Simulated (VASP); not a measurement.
# HfN (Fm-3m) in VASP: further runs

The runs below take HfN through single point, relaxation of cell and atoms, with PBEsol.

Everything below comes from runs of VASP 6.6.1. Logs are shortened: lines on timing, memory, paths and dates and some standing lists are left out, and cuts for length are marked.

**1. The cell of the first run**

Symmetry: Fm-3m, No. 225, cubic system. Conventional cell: a = 4.502 Å, b = 4.502 Å, c = 4.502 Å, α = 90.00°, β = 90.00°, γ = 90.00°. Within 3.0 Å of Hf (site symmetry m-3m) lie 6 N at 2.25 Å. Within 3.0 Å of N (site symmetry m-3m) lie 6 Hf at 2.25 Å.

**2. Single point, PBEsol**

The input, INCAR:

```
  PREC = Accurate
  ENCUT = 520
  EDIFF = 1E-6
  ISMEAR = 0
  SIGMA = 0.15
  LREAL = F
  LASPH = T
  NELM = 100
  ALGO = Normal
  ISIF = 2
  LWAVE = F
  LCHARG = T
  GGA = PS
  LELF = T
  LVHAR = T
  NBANDS = 14
```

The input, KPOINTS:

```
Automatic mesh
0
Gamma
  26 26 26
```

The input, POSCAR:

```
HfN
1.0
    0.0000000000      2.2507757577      2.2507757577
    2.2507757577      0.0000000000      2.2507757577
    2.2507757577      2.2507757577      0.0000000000
Hf N
1 1
Direct
    0.0000000000      0.0000000000      0.0000000000
    0.5000000000      0.5000000000      0.5000000000
```

Potentials or basis: VASP PAW PBE potentials, release 64 (Hf_pv, N).

Command:

```
$ cat potpaw_PBE.64/Hf_pv/POTCAR potpaw_PBE.64/N/POTCAR > POTCAR
$ mpirun -np 1 vasp_std > vasp.out
```

OUTCAR:

```text
PREC = Accurate
   ENCUT = 520
   EDIFF = 1E-6
   ISMEAR = 0
   LREAL = F
   LASPH = T
   NELM = 100
   ISIF = 2
   GGA = PS

 ion  position               nearest neighbor table
   1  0.000  0.000  0.000-   2 2.25   2 2.25   2 2.25   2 2.25   2 2.25   2 2.25
   2  0.500  0.500  0.500-   1 2.25   1 2.25   1 2.25   1 2.25   1 2.25   1 2.25

  LATTYP: Found a face centered cubic cell.
 ALAT       =     4.5015515154

  Lattice vectors:

 A1 = (   0.0000000000,   2.2507757577,   2.2507757577)
 A2 = (   2.2507757577,   0.0000000000,   2.2507757577)
 A3 = (   2.2507757577,   2.2507757577,   0.0000000000)

Analysis of symmetry for initial positions (statically):
=====================================================================
 Subroutine PRICEL returns:
 Original cell was already a primitive cell.

 Routine SETGRP: Setting up the symmetry group for a
 face centered cubic supercell.

 Subroutine GETGRP returns: Found 48 space group operations
 (whereof 48 operations were pure point group operations)
 out of a pool of 48 trial point group operations.

The static configuration has the point symmetry O_h .

Analysis of symmetry for dynamics (positions and initial velocities):
=====================================================================
 Subroutine PRICEL returns:
 Original cell was already a primitive cell.

 Routine SETGRP: Setting up the symmetry group for a
 face centered cubic supercell.

 Subroutine GETGRP returns: Found 48 space group operations
 (whereof 48 operations were pure point group operations)
 out of a pool of 48 trial point group operations.

The dynamic configuration has the point symmetry O_h .

 Subroutine INISYM returns: Found 48 space group operations
 (whereof 48 operations are pure point group operations),
 and found     1 'primitive' translations

----------------------------------------------------------------------------------------

                                     Primitive cell

  volume of cell :      22.8048

  direct lattice vectors                    reciprocal lattice vectors
     0.000000000  2.250775758  2.250775758    -0.222145631  0.222145631  0.222145631
     2.250775758  0.000000000  2.250775758     0.222145631 -0.222145631  0.222145631
     2.250775758  2.250775758  0.000000000     0.222145631  0.222145631 -0.222145631

  length of vectors
     3.183077602  3.183077602  3.183077602     0.384767519  0.384767519  0.384767519

  position of ions in fractional coordinates (direct lattice)
     0.000000000  0.000000000  0.000000000
     0.500000000  0.500000000  0.500000000

  ion indices of the primitive-cell ions
   primitive index   ion index
[... 87 lines left out ...]
   EMIN   =  10.00;   EMAX   =-10.00  energy-range for DOS
   EFERMI =   0.00;   METHOD = LEGACY
   ISMEAR =     0;   SIGMA  =   0.15  broadening in eV -4-tet -1-fermi 0-gaus
   EFERMI_NEDOS =   21; number of points for ismear=-14 and -15
   IALGO  =     38    algorithm
   IMIX   =      4    mixing-type and parameters
     AMIX     =   0.40;   BMIX     =  1.00
     AMIX_MAG =   1.60;   BMIX_MAG =  1.00
  volume/ion in A,a.u.               =      11.40        76.95
  Fermi-wavevector in a.u.,A,eV,Ry     =   1.423737  2.690472 27.579367  2.027026
  Thomas-Fermi vector in A             =   2.544302
   LORBIT       =      0    0 simple, 1 ext, 2 COOP (PROOUT), +10 PAW based schemes
   GGA     = PS    functional components
   LHFCALC =     F    Hartree Fock is set to
   AEXX    =    0.0000 exact exchange contribution
   IVDW    =     0    specifies the selected vdW correction
   LEPSILON=     F    determine dielectric tensor
   LRPA    =     F    only Hartree local field effects (RPA)
 non-spin polarized calculation
 Gauss-broadening in eV      SIGMA  =   0.15
  energy-cutoff  :      520.00
  volume of cell :       22.80
 maximum number of plane-waves:       636
   NGX = 11   NGY = 11   NGZ = 11

 number of electron      15.0000001 magnetization

 Free energy of the ion-electron system (eV)
  ---------------------------------------------------
  ext. energy  EPLUGINS =         0.00000000
  ---------------------------------------------------
  free energy    TOTEN  =       -22.99563703 eV

  energy without entropy =      -22.98916461  energy(sigma->0) =      -22.99240082

 E-fermi :   8.2987     XC(G=0): -12.9512

 val. band max:        8.2856646521   @ k =   0.4615   0.1923   0.0385
 cond. band min:       8.3060574392   @ k =  -0.1154   0.0769   0.0000
 fundamental gap:      0.0203927871
 Fermi energy:         8.2987286896

 k-point     1 :       0.0000    0.0000    0.0000
  band No.  band energies     occupation
      1     -22.7203      2.00000
      2     -22.7203      2.00000
      3     -22.7203      2.00000
      4      -9.2079      2.00000
      5       5.2988      2.00000
      6       5.2988      2.00000
      7       5.2988      2.00000
      8       7.9189      1.99966
      9       7.9189      1.99966
     10       7.9189      1.99966
     11      10.2129      0.00000
     12      10.2668      0.00000
     13      10.2668      0.00000
     14      17.8610      0.00000
[... 377 lines left out ...]
      1     -23.5836      2.00000
      2     -22.8086      2.00000
      3     -22.7978      2.00000
      4      -6.9125      2.00000
      5       0.1193      2.00000
      6       2.3378      2.00000
      7       2.4744      2.00000
      8       9.9144      0.00000
      9      11.1433      0.00000
     10      11.4123      0.00000
     11      13.7748      0.00000
     12      15.6480      0.00000
     13      16.3063      0.00000
     14      20.4645      0.00000

 [... further k-points ...]

------------------------ aborting loop because EDIFF is reached ----------------------------------------

  FORCE on cell =-STRESS in cart. coord.  units (eV):
  Direction    XX          YY          ZZ          XY          YZ          ZX
  --------------------------------------------------------------------------------------
  -------------------------------------------------------------------------------------
  Total       -0.3096103     -0.3096103     -0.3096103      0.0000000      0.0000000      0.0000000
  in kB      -21.7520037    -21.7520037    -21.7520037      0.0000000      0.0000000      0.0000000
  external PRESSURE =     -21.7520037 kB  Pullay stress =       0.0000000 kB

 VOLUME and BASIS-vectors are now :
 -----------------------------------------------------------------------------
  energy-cutoff  :      520.00
  volume of cell :       22.80
      direct lattice vectors                 reciprocal lattice vectors
     0.000000000  2.250775758  2.250775758    -0.222145631  0.222145631  0.222145631
     2.250775758  0.000000000  2.250775758     0.222145631 -0.222145631  0.222145631
     2.250775758  2.250775758  0.000000000     0.222145631  0.222145631 -0.222145631

 POSITION                                       TOTAL-FORCE (eV/Angst)
 -----------------------------------------------------------------------------------
      0.00000      0.00000      0.00000        -0.000000      0.000000     -0.000000
      2.25078      2.25078      2.25078         0.000000      0.000000      0.000000
 -----------------------------------------------------------------------------------
    total drift:                                0.000000     -0.000000     -0.000000

  FREE ENERGIE OF THE ION-ELECTRON SYSTEM (eV)
  ---------------------------------------------------
  free  energy   TOTEN  =       -22.9956370255 eV

  energy  without entropy=      -22.9891646092  energy(sigma->0) =      -22.99240082
```

OSZICAR:

```text
N       E                     dE             d eps       ncg     rms          rms(c)
DAV:   1     0.367954461824E+02    0.36795E+02   -0.78073E+03 14332   0.101E+03
DAV:   2    -0.237658553958E+02   -0.60561E+02   -0.56818E+02 18866   0.235E+02
DAV:   3    -0.257164153138E+02   -0.19506E+01   -0.19428E+01 16548   0.348E+01
DAV:   4    -0.257233386756E+02   -0.69234E-02   -0.69221E-02 16990   0.241E+00
DAV:   5    -0.257233791371E+02   -0.40461E-04   -0.40463E-04 16498   0.159E-01    0.513E+01
DAV:   6    -0.231126567820E+02    0.26107E+01   -0.71972E+00 16048   0.209E+01    0.427E+01
DAV:   7    -0.230262818267E+02    0.86375E-01   -0.44022E-01 18310   0.580E+00    0.260E+01
DAV:   8    -0.230006810883E+02    0.25601E-01   -0.10065E-01 16876   0.267E+00    0.506E+00
DAV:   9    -0.229958128999E+02    0.48682E-02   -0.13975E-02 16468   0.933E-01    0.198E+00
DAV:  10    -0.229956754342E+02    0.13747E-03   -0.11199E-03 19046   0.315E-01    0.478E-01
DAV:  11    -0.229956384665E+02    0.36968E-04   -0.83858E-05 17674   0.911E-02    0.840E-02
DAV:  12    -0.229956373046E+02    0.11619E-05   -0.74791E-06 18012   0.232E-02    0.283E-02
DAV:  13    -0.229956370255E+02    0.27911E-06   -0.17466E-07 10316   0.412E-03
   1 F= -.22995637E+02 E0= -.22992401E+02  d E =-.647242E-02
```

Run time: 1.8 min. Hardware: 1 thread of Intel Xeon Platinum 8259CL at 2.50GHz (Skylake/Cascade Lake), shared host; peak memory 0.28 GiB.

What came out:

```yaml
Free_energy: -22.9956 eV
Pressure: -2.2 GPa
Band_gap_on_the_k_mesh: zero (an odd number of electrons rules out a gap without spin polarisation)
```

Caveat: the PAW data sets were made with another functional, which shifts forces and pressure a little; spin-orbit coupling is left out, which moves the levels of the heavy elements.

**3. Single point, PBEsol**

This run uses another cell than the first one, of 10.97 Å³/atom.

The input, INCAR:

```
PREC = Accurate
ENCUT = 520
EDIFF = 1E-6
ISMEAR = -1
SIGMA = 0.15
LREAL = F
LASPH = T
NELM = 60
ALGO = Normal
ISIF = 2
LWAVE = F
LCHARG = F
GGA = PS
NBANDS = 14
```

The input, KPOINTS:

```
Automatic mesh
0
Gamma
  16 16 16
```

The input, POSCAR:

```
HfN
1.0
    0.0000000000      2.2221071607      2.2221071607
    2.2221071607      0.0000000000      2.2221071607
    2.2221071607      2.2221071607      0.0000000000
Hf N
1 1
Direct
    0.0000000000      0.0000000000      0.0000000000
    0.5000000000      0.5000000000      0.5000000000
```

Potentials or basis: VASP PAW PBE potentials, release 64 (Hf_pv, N).

Command:

```
$ cat potpaw_PBE.64/Hf_pv/POTCAR potpaw_PBE.64/N/POTCAR > POTCAR
$ mpirun -np 1 vasp_std > vasp.out
```

Run time: 15 s. Hardware: 1 thread of Intel Xeon Platinum 8559C (Emerald Rapids), shared host; peak memory 0.17 GiB.

It converged, with:

```yaml
Free_energy: -22.9942 eV
Pressure: 9.8 GPa
Band_gap_on_the_k_mesh: zero (an odd number of electrons rules out a gap without spin polarisation)
```

Levels at points of the mesh, in eV from the Fermi level:
| k point | band 4 | band 5 | band 6 | band 7 | band 8 | band 9 | band 10 | band 11 | band 12 | band 13 |
| --- | --- | --- | --- | --- | --- | --- | --- | --- | --- | --- |
| (0.00, 0.00, 0.00) | -17.73 | -3.04 | -3.04 | -3.04 | -0.40 | -0.40 | -0.40 | 2.07 | 2.07 | 2.30 |
| (0.50, 0.00, 0.00) | -14.65 | -9.19 | -6.43 | -6.43 | 3.53 | 3.97 | 3.97 | 4.68 | 9.49 | 9.49 |
| (0.50, 0.50, 0.00) | -16.61 | -5.36 | -4.07 | -3.67 | -3.67 | 4.37 | 5.95 | 5.95 | 6.22 | 8.60 |

Caveat: the cell stands under pressure; the PAW data sets were made with another functional, which shifts forces and pressure a little; spin-orbit coupling is left out, which moves the levels of the heavy elements.

[end of part 1 of 2]
